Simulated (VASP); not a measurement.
# SiC (R3m) in VASP: further runs

SiC is run at these levels: PBEsol; tasks: single point.

Everything below comes from runs of VASP 6.6.1. Logs are shortened: lines on timing, memory, paths and dates and some standing lists are left out, and cuts for length are marked.

### Step 1. The cell of the first run

It takes space group R3m (No. 160, trigonal). Conventional cell: a = 3.153 Å, b = 3.153 Å, c = 7.420 Å, α = 90.00°, β = 90.00°, γ = 120.00°. Si (site symmetry 3m) has 4 C at 1.85 to 1.92 Å within 2.5 Å. C (site symmetry 3m) has 4 Si at 1.85 to 1.92 Å within 2.5 Å.

### Step 2. Single point, PBEsol

Input file INCAR:

```
  PREC = Accurate
  ENCUT = 520
  EDIFF = 1E-6
  ISMEAR = 0
  SIGMA = 0.05
  LREAL = False
  LASPH = True
  NELM = 100
  ALGO = Normal
  ISIF = 2
  LWAVE = False
  LCHARG = False
  GGA = PS
  NBANDS = 11
```

Input file KPOINTS:

```
Automatic mesh
0
Gamma
  12 12 12
```

Input file POSCAR:

```
SiC
1.0
    0.0000000000      2.2295291477      2.2295291477
    2.2295291477      0.0000000000      2.2295291477
    2.1711154840      2.1711154840      0.0584136637
Si C
1 1
Direct
    0.0000000000      0.0000000000      0.0000000000
    0.7500000000      0.7500000000      0.7500000000
```

Potentials or basis: VASP PAW PBE potentials, release 64 (Si, C).

The run is started by

```
$ cat potpaw_PBE.64/Si/POTCAR potpaw_PBE.64/C/POTCAR > POTCAR
$ mpirun -np 1 vasp_std > vasp.out
```

OUTCAR:

```text
PREC = Accurate
   ENCUT = 520
   EDIFF = 1E-6
   ISMEAR = 0
   LREAL = False
   LASPH = True
   NELM = 100
   ISIF = 2
   GGA = PS

 ion  position               nearest neighbor table
   1  0.000  0.000  0.000-   2 1.85   2 1.92   2 1.92   2 1.92
   2  0.750  0.750  0.750-   1 1.85   1 1.92   1 1.92   1 1.92

  LATTYP: Found a trigonal (rhomboedric) cell.
 ALAT       =     3.0709765622
 COS(alpha) =     0.4729239227

  Lattice vectors:

 A1 = (   2.1711154840,  -0.0584136637,  -2.1711154840)
 A2 = (  -0.0584136637,   2.1711154840,  -2.1711154840)
 A3 = (   2.1711154840,   2.1711154840,   0.0584136637)

Analysis of symmetry for initial positions (statically):
=====================================================================
 Subroutine PRICEL returns:
 Original cell was already a primitive cell.

 Routine SETGRP: Setting up the symmetry group for a
 trigonal (rhombohedral) supercell.

 Subroutine GETGRP returns: Found  6 space group operations
 (whereof  6 operations were pure point group operations)
 out of a pool of 12 trial point group operations.

The static configuration has the point symmetry C_3v.

Analysis of symmetry for dynamics (positions and initial velocities):
=====================================================================
 Subroutine PRICEL returns:
 Original cell was already a primitive cell.

 Routine SETGRP: Setting up the symmetry group for a
 trigonal (rhombohedral) supercell.

 Subroutine GETGRP returns: Found  6 space group operations
 (whereof  6 operations were pure point group operations)
 out of a pool of 12 trial point group operations.

The dynamic configuration has the point symmetry C_3v.

 Subroutine INISYM returns: Found  6 space group operations
 (whereof  6 operations are pure point group operations),
 and found     1 'primitive' translations

----------------------------------------------------------------------------------------

                                     Primitive cell

  volume of cell :      21.2940

  direct lattice vectors                    reciprocal lattice vectors
     0.000000000  2.229529148  2.229529148    -0.227320619  0.221204578  0.227320619
     2.229529148  0.000000000  2.229529148     0.221204578 -0.227320619  0.227320619
     2.171115484  2.171115484  0.058413664     0.233436659  0.233436659 -0.233436659

  length of vectors
     3.153030358  3.153030358  3.070976562     0.390231717  0.390231717  0.404324154

  position of ions in fractional coordinates (direct lattice)
     0.000000000  0.000000000  0.000000000
[... 81 lines left out ...]
   NSW    =      0    number of steps for IOM
   IBRION =     -1    ionic relax: 0-MD 1-quasi-New 2-CG
   NFREE  =      0    steps in history (QN), initial steepest desc. (CG)
   ISIF   =      2    stress and relaxation
   ISYM   =      2    0-nonsym 1-usesym 2-fastsym
   POTIM  = 0.5000    time-step for ionic-motion
   TEBEG  =    0.0;   TEEND  =   0.0 temperature during run
   PSTRESS=    0.0 pullay stress
   NELECT =       8.0000    total number of electrons
   NUPDOWN=      -1.0000    fix difference up-down
   EMIN   =  10.00;   EMAX   =-10.00  energy-range for DOS
   EFERMI =   0.00;   METHOD = LEGACY
   ISMEAR =     0;   SIGMA  =   0.05  broadening in eV -4-tet -1-fermi 0-gaus
   EFERMI_NEDOS =   21; number of points for ismear=-14 and -15
   IALGO  =     38    algorithm
   IMIX   =      4    mixing-type and parameters
     AMIX     =   0.40;   BMIX     =  1.00
     AMIX_MAG =   1.60;   BMIX_MAG =  1.00
  volume/ion in A,a.u.               =      10.65        71.85
  Fermi-wavevector in a.u.,A,eV,Ry     =   1.181279  2.232293 18.985836  1.395420
  Thomas-Fermi vector in A             =   2.317555
   LORBIT       =      0    0 simple, 1 ext, 2 COOP (PROOUT), +10 PAW based schemes
   GGA     = PS    functional components
   LHFCALC =     F    Hartree Fock is set to
   AEXX    =    0.0000 exact exchange contribution
   IVDW    =     0    specifies the selected vdW correction
   LEPSILON=     F    determine dielectric tensor
   LRPA    =     F    only Hartree local field effects (RPA)
 non-spin polarized calculation
 Gauss-broadening in eV      SIGMA  =   0.05
  energy-cutoff  :      520.00
  volume of cell :       21.29
 maximum number of plane-waves:       584
   NGX = 11   NGY = 11   NGZ = 11

 number of electron       8.0000001 magnetization

 Free energy of the ion-electron system (eV)
  ---------------------------------------------------
  ext. energy  EPLUGINS =         0.00000000
  ---------------------------------------------------
  free energy    TOTEN  =       -15.86752992 eV

  energy without entropy =      -15.86752992  energy(sigma->0) =      -15.86752992

 E-fermi :   8.0489     XC(G=0): -11.3813

 val. band max:        7.8635603513   @ k =   0.0000   0.0000   0.0000
 cond. band min:       8.9690610481   @ k =   0.5000   0.5000  -0.0000
 fundamental gap:      1.1055006968
 Fermi energy:         8.0489313654

 k-point     1 :       0.0000    0.0000    0.0000
  band No.  band energies     occupation
      1      -7.4672      2.00000
      2       7.6691      2.00000
      3       7.6691      2.00000
      4       7.8636      2.00000
      5      13.3419      0.00000
      6      14.4933      0.00000
      7      14.4933      0.00000
      8      15.6654      0.00000
      9      22.0442      0.00000
     10      22.0442      0.00000
     11      23.5626      0.00000
[... 309 lines left out ...]
 k-point    24 :      -0.4167    0.1667   -0.0000
  band No.  band energies     occupation
      1      -3.7612      2.00000
      2      -0.2011      2.00000
      3       4.6924      2.00000
      4       6.3540      2.00000
      5      12.8704      0.00000
      6      15.2106      0.00000
      7      16.3291      0.00000
      8      18.4394      0.00000
      9      21.7351      0.00000
     10      23.0955      0.00000
     11      25.3818      0.00000

 [... further k-points ...]
[... 5 lines left out ...]
  --------------------------------------------------------------------------------------
  -------------------------------------------------------------------------------------
  Total       -0.7128858     -0.7128858     -0.7128858      0.9283698     -0.9283698     -0.9283698
  in kB      -53.6380924    -53.6380924    -53.6380924     69.8512743    -69.8512743    -69.8512743
  external PRESSURE =     -53.6380924 kB  Pullay stress =       0.0000000 kB

 VOLUME and BASIS-vectors are now :
 -----------------------------------------------------------------------------
  energy-cutoff  :      520.00
  volume of cell :       21.29
      direct lattice vectors                 reciprocal lattice vectors
     0.000000000  2.229529148  2.229529148    -0.227320619  0.221204578  0.227320619
     2.229529148  0.000000000  2.229529148     0.221204578 -0.227320619  0.227320619
     2.171115484  2.171115484  0.058413664     0.233436659  0.233436659 -0.233436659

 POSITION                                       TOTAL-FORCE (eV/Angst)
 -----------------------------------------------------------------------------------
      0.00000      0.00000      0.00000        -0.236204     -0.236204      0.236204
      3.30048      3.30048      3.38810         0.236204      0.236204     -0.236204
 -----------------------------------------------------------------------------------
    total drift:                                0.000088      0.000088     -0.000088

  FREE ENERGIE OF THE ION-ELECTRON SYSTEM (eV)
  ---------------------------------------------------
  free  energy   TOTEN  =       -15.8675299175 eV

  energy  without entropy=      -15.8675299175  energy(sigma->0) =      -15.86752992
```

OSZICAR:

```text
N       E                     dE             d eps       ncg     rms          rms(c)
DAV:   1     0.281899795506E+01    0.28190E+01   -0.39391E+03  4278   0.612E+02
DAV:   2    -0.169761028047E+02   -0.19795E+02   -0.18897E+02  5161   0.109E+02
DAV:   3    -0.175970789333E+02   -0.62098E+00   -0.61988E+00  5115   0.161E+01
DAV:   4    -0.175994342297E+02   -0.23553E-02   -0.23551E-02  4711   0.127E+00
DAV:   5    -0.175994449026E+02   -0.10673E-04   -0.10673E-04  5095   0.794E-02    0.847E+00
DAV:   6    -0.159399651537E+02    0.16595E+01   -0.60159E+00  4671   0.107E+01    0.378E+00
DAV:   7    -0.158821796956E+02    0.57785E-01   -0.34029E-01  5003   0.332E+00    0.172E+00
DAV:   8    -0.158677115125E+02    0.14468E-01   -0.21008E-02  4779   0.923E-01    0.164E-01
DAV:   9    -0.158674853086E+02    0.22620E-03   -0.18503E-03  5141   0.231E-01    0.107E-01
DAV:  10    -0.158675285765E+02   -0.43268E-04   -0.14181E-04  4668   0.756E-02    0.278E-02
DAV:  11    -0.158675298782E+02   -0.13016E-05   -0.12570E-05  4988   0.206E-02    0.759E-03
DAV:  12    -0.158675299175E+02   -0.39350E-07   -0.91935E-07  2781   0.603E-03
   1 F= -.15867530E+02 E0= -.15867530E+02  d E =-.175182E-10
```

Wall time 36 s (1 thread of Intel Xeon 8259CL, shared host); peak memory 0.16 GiB.

Results:

```yaml
Free_energy: -15.8675 eV
Pressure: -5.4 GPa
Largest_force: 0.409 eV/Å
Band_gap_on_the_k_mesh: 1.11 eV, indirect (least direct gap 4.17 eV)
```

Forces on the atoms (eV/Å):
```
Si  -0.236 -0.236  0.236
C    0.236  0.236 -0.236
```

Caveat: the PAW data sets were made with another functional, which shifts forces and pressure a little.

### Step 3. Single point, PBEsol

Input file INCAR:

```
PREC = Accurate
ENCUT = 520
EDIFF = 1E-6
ISMEAR = 0
SIGMA = 0.05
LREAL = False
LASPH = True
NELM = 80
ALGO = Normal
ISIF = 2
LWAVE = False
LCHARG = True
GGA = PS
LELF = True
LVHAR = True
NBANDS = 11
```

Input file KPOINTS:

```
regular mesh
0
Gamma
  12 12 12
```

Input file POSCAR:

```
SiC
1.0
    0.0000000000      2.2146453318      2.2146453318
    2.2146453318      0.0000000000      2.2146453318
    2.1854120135      2.1854120135      0.0292333184
Si C
1 1
Direct
    0.0000000000      0.0000000000      0.0000000000
    0.7500000000      0.7500000000      0.7500000000
```

Potentials or basis: VASP PAW PBE potentials, release 64 (Si, C).

The run is started by

```
$ cat potpaw_PBE.64/Si/POTCAR potpaw_PBE.64/C/POTCAR > POTCAR
$ mpirun -np 1 vasp_std > vasp.out
```

Run time: 38 s. Hardware: 1 thread of Intel Xeon 8259CL, shared host; peak memory 0.16 GiB.

It converged, with:

```yaml
Free_energy: -15.8953 eV
Pressure: -5.7 GPa
Largest_force: 0.183 eV/Å
Band_gap_on_the_k_mesh: 1.18 eV, indirect (least direct gap 4.30 eV)
```

Forces on the atoms (eV/Å):
```
Si  -0.106 -0.106  0.106
C    0.106  0.106 -0.106
```

Stress tensor (GPa, compression positive):
```
-5.72  3.43 -3.43
 3.43 -5.72 -3.43
-3.43 -3.43 -5.72
```

Levels at points of the mesh, in eV from the valence-band top:
| k point | band 1 | band 2 | band 3 | band 4 | band 5 | band 6 | band 7 | band 8 |
| --- | --- | --- | --- | --- | --- | --- | --- | --- |
| (0.00, 0.00, 0.00) | -15.27 | -0.10 | -0.10 | 0.00 | 5.70 | 6.83 | 6.83 | 7.37 |
| (0.50, 0.00, 0.00) | -11.82 | -8.52 | -1.09 | -1.07 | 5.13 | 6.87 | 7.16 | 9.72 |
| (0.50, 0.50, 0.00) | -10.34 | -7.81 | -3.32 | -3.12 | 1.18 | 4.04 | 13.48 | 13.56 |
| (0.00, 0.00, 0.50) | -11.62 | -8.48 | -1.23 | -1.23 | 4.77 | 6.80 | 6.80 | 9.60 |

Caveat: the PAW data sets were made with another functional, which shifts forces and pressure a little.

### Step 4. Single point, PBEsol

Input file INCAR:

```
  ALGO = Normal
  EDIFF = 1E-6
  ENCUT = 520
  GGA = PS
  ISIF = 2
  ISMEAR = 0
  LASPH = T
  LCHARG = F
  LREAL = F
  LWAVE = F
  NBANDS = 11
  NELM = 60
  PREC = Accurate
  SIGMA = 0.05
```

Input file KPOINTS:

```
k-points
0
Gamma
  12 12 12
```

Input file POSCAR:

```
SiC
1.0
    0.0000000000      2.2445034024      2.2445034024
    2.2445034024      0.0000000000      2.2445034024
    2.1571174033      2.1571174033      0.0873859991
Si C
1 1
Direct
    0.0000000000      0.0000000000      0.0000000000
    0.7500000000      0.7500000000      0.7500000000
```

The run is started by

```
$ cat potpaw_PBE.64/Si/POTCAR potpaw_PBE.64/C/POTCAR > POTCAR
$ mpirun -np 1 vasp_std > vasp.out
```

Wall time 37 s (1 thread of Intel Xeon 8259CL, shared host); peak memory 0.17 GiB.

Results (log left out):

| Item | Value |
| --- | --- |
| Free energy | -15.8205 eV |
| Pressure | -4.8 GPa |
| Largest force | 0.680 eV/Å |
| Band gap on the k mesh | 1.02 eV, indirect (least direct gap 4.01 eV) |

Forces on the atoms (eV/Å):
```
Si  -0.393 -0.393  0.393
C    0.393  0.393 -0.393
```

Stress tensor (GPa, compression positive):
```
 -4.75  10.65 -10.65
 10.65  -4.75 -10.65
-10.65 -10.65  -4.75
```

Levels at points of the mesh, in eV from the valence-band top:
```tsv
k point	band 1	band 2	band 3	band 4	band 5	band 6	band 7	band 8
(0.00, 0.00, 0.00)	-15.38	-0.27	-0.27	0.00	5.24	6.44	6.44	8.29
(0.50, 0.00, 0.00)	-12.04	-8.65	-1.12	-1.08	5.15	6.60	7.50	9.72
(0.50, 0.50, 0.00)	-10.46	-7.90	-3.63	-2.99	1.02	4.02	13.03	13.42
(0.00, 0.00, 0.50)	-11.42	-8.50	-1.56	-1.56	4.12	6.37	6.37	9.28
```

Caveat: the PAW data sets were made with another functional, which shifts forces and pressure a little. A k mesh can miss the band edges.

### Step 5. Single point, PBEsol

This run uses another cell than the first one, of the same volume but with other edges.

Input file INCAR:

```
  PREC = Accurate
  ENCUT = 520
  EDIFF = 1E-6
  ISMEAR = 0
  SIGMA = 0.05
  LREAL = False
  LASPH = True
  NELM = 60
  ALGO = Normal
  ISIF = 2
  LWAVE = False
  LCHARG = True
  GGA = PS
  LELF = True
  LVHAR = True
  NBANDS = 11
```

Input file KPOINTS:

```
regular mesh
0
Gamma
  12 12 12
```

Input file POSCAR:

```
SiC
1.0
    0.0000000000      2.1562589370      2.1562589370
    2.1562589370      0.0000000000      2.1562589370
    2.2453843064      2.2453843064     -0.0891253694
Si C
1 1
Direct
    0.0000000000      0.0000000000      0.0000000000
    0.7500000000      0.7500000000      0.7500000000
```

The run is started by

```
$ cat potpaw_PBE.64/Si/POTCAR potpaw_PBE.64/C/POTCAR > POTCAR
$ mpirun -np 1 vasp_std > vasp.out
```

Run time: 39 s. Hardware: 1 thread of Intel Xeon 8259CL, shared host; peak memory 0.17 GiB.

The run converged. Its results:

```yaml
Free_energy: -15.8256 eV
Pressure: -4.8 GPa
Largest_force: 0.330 eV/Å
Band_gap_on_the_k_mesh: 1.08 eV, indirect (least direct gap 4.05 eV)
```

Forces in eV/Å, atoms in the order of the input:
```
Si   0.190  0.190 -0.190
C   -0.190 -0.190  0.190
```

Stress tensor (GPa, compression positive):
```
-4.83 -9.71  9.71
-9.71 -4.83  9.71
 9.71  9.71 -4.83
```

Levels at points of the mesh, in eV from the valence-band top:
| k point | band 1 | band 2 | band 3 | band 4 | band 5 | band 6 | band 7 | band 8 | band 9 |
| --- | --- | --- | --- | --- | --- | --- | --- | --- | --- |
| (0.00, 0.00, 0.00) | -15.33 | -0.39 | 0.00 | 0.00 | 4.81 | 7.02 | 7.39 | 7.39 | 14.20 |
| (0.50, 0.00, 0.00) | -11.68 | -8.54 | -1.31 | -1.24 | 4.62 | 6.40 | 7.19 | 9.57 | 15.16 |
| (0.50, 0.50, 0.00) | -10.41 | -7.86 | -3.55 | -2.97 | 1.08 | 4.07 | 13.09 | 13.38 | 14.58 |
| (0.00, 0.00, 0.50) | -12.30 | -8.64 | -0.84 | -0.84 | 5.85 | 7.39 | 7.39 | 9.84 | 15.41 |

Caveat: the PAW data sets were made with another functional, which shifts forces and pressure a little. A k mesh can miss the band edges.

### Step 6. Single point, PBEsol

Input file INCAR:

```
PREC     = Accurate       # precision mode
ENCUT    = 520            # plane-wave cutoff, eV
EDIFF    = 1E-6           # SCF threshold, eV
ISMEAR   = 0              # smearing method
SIGMA    = 0.05           # smearing width, eV
LREAL    = F              # projectors in reciprocal space
LASPH    = T              # aspherical terms in the spheres
NELM     = 100            # most SCF steps
ALGO     = Normal         # electronic algorithm
ISIF     = 2              # what is computed and relaxed
LWAVE    = F              # write WAVECAR
LCHARG   = F              # write CHGCAR
GGA      = PS             # functional
NBANDS   = 11             # bands
```

Input file KPOINTS:

```
Automatic mesh
0
Gamma
  12 12 12
```

Input file POSCAR:

```
SiC
1.0
    0.0000000000      2.1853146555      2.1853146555
    2.1853146555      0.0000000000      2.1853146555
    2.2147435595      2.2147435595     -0.0294289040
Si C
1 1
Direct
    0.0000000000      0.0000000000      0.0000000000
    0.7500000000      0.7500000000      0.7500000000
```

Potentials or basis: VASP PAW PBE potentials, release 64 (Si, C).

The run is started by

```
$ cat potpaw_PBE.64/Si/POTCAR potpaw_PBE.64/C/POTCAR > POTCAR
$ mpirun -np 1 vasp_std > vasp.out
```

Wall time 39 s (1 thread of Intel Xeon 8259CL, shared host); peak memory 0.16 GiB.

It converged, with:

```
Free energy            : -15.8955 eV
Pressure               : -5.7 GPa
Largest force          : 0.144 eV/Å
Band gap on the k mesh : 1.21 eV, indirect (least direct gap 4.31 eV)
```

Forces in eV/Å, atoms in the order of the input:
```
Si   0.083  0.083 -0.083
C   -0.083 -0.083  0.083
```

Stress tensor (GPa, compression positive):
```
-5.73 -3.33  3.33
-3.33 -5.73  3.33
 3.33  3.33 -5.73
```

Levels at points of the mesh, in eV from the valence-band top:
| k point | band 1 | band 2 | band 3 | band 4 | band 5 | band 6 | band 7 | band 8 | band 9 |
| --- | --- | --- | --- | --- | --- | --- | --- | --- | --- |
| (0.00, 0.00, 0.00) | -15.24 | -0.12 | 0.00 | 0.00 | 5.69 | 6.85 | 7.16 | 7.16 | 14.26 |
| (0.50, 0.00, 0.00) | -11.69 | -8.47 | -1.13 | -1.11 | 4.98 | 6.80 | 7.08 | 9.69 | 15.60 |
| (0.50, 0.50, 0.00) | -10.31 | -7.78 | -3.29 | -3.09 | 1.21 | 4.07 | 13.53 | 13.56 | 14.33 |
| (0.00, 0.00, 0.50) | -11.90 | -8.51 | -0.98 | -0.98 | 5.36 | 7.15 | 7.15 | 9.80 | 15.59 |

Caveat: the PAW data sets were made with another functional, which shifts forces and pressure a little. A k mesh can miss the band edges.

### Step 7. The runs side by side

| cell | gap on the mesh (eV) | pressure (GPa) | largest force (eV/Å) |
| --- | --- | --- | --- |
| a = 3.153, b = 3.153, c = 3.071 Å, angles 59.1, 59.1, 60.0°, 2 atoms | 1.11 | -5.4 | 0.41 |
| a = 3.132, b = 3.132, c = 3.091 Å, angles 59.6, 59.6, 60.0°, 2 atoms | 1.18 | -5.7 | 0.18 |
| a = 3.174, b = 3.174, c = 3.052 Å, angles 58.7, 58.7, 60.0°, 2 atoms | 1.02 | -4.8 | 0.68 |
| a = 3.049, b = 3.049, c = 3.177 Å, angles 61.3, 61.3, 60.0°, 2 atoms | 1.08 | -4.8 | 0.33 |
| a = 3.091, b = 3.091, c = 3.132 Å, angles 60.4, 60.4, 60.0°, 2 atoms | 1.21 | -5.7 | 0.14 |

Alike in all rows: task single point; level PBEsol; potentials or basis VASP PAW PBE potentials, release 64 (Si, C); no spin polarisation; k mesh 12 × 12 × 12; cutoff (eV) 520; smearing gaussian 0.05 eV.

Caveats: the PAW data sets were made with another functional, which shifts forces and pressure a little.

Absolute energies hang on the potentials; compare differences alone.
